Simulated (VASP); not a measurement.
A run of VASP 6.6.1 is set up as follows.

File INCAR:

```
PREC = Accurate ; ENCUT = 520
EDIFF = 1E-6 ; ISMEAR = 0
SIGMA = 0.1 ; LREAL = F
LASPH = T ; NELM = 60
ALGO = Normal ; ISIF = 2
LWAVE = F ; LCHARG = F
GGA = PE ; NBANDS = 22
```

File KPOINTS:

```
Automatic mesh
0
Gamma
  4 4 4
```

Contents of POSCAR:

```
Cd2Se
1.0
    0.0000000000      3.4672114300      3.4672114300
    3.4672114300      0.0000000000      3.4672114300
    3.4672114300      3.4672114300      0.0000000000
Cd Se
2 1
Direct
    0.0000000000      0.0000000000      0.0000000000
    0.2500000000      0.2500000000      0.2500000000
    0.5000000000      0.5000000000      0.5000000000
```

Potentials or basis: VASP PAW PBE potentials, release 64 (Cd, Se).

Run with:

```bash
$ cat potpaw_PBE.64/Cd/POTCAR potpaw_PBE.64/Se/POTCAR > POTCAR
$ mpirun -np 1 vasp_std > vasp.out
```

(1) Estimate the pressure.

(2) Estimate the band gap on the k mesh.

## Answers

(1) -1.7 GPa.

(2) 0.21 eV, direct.
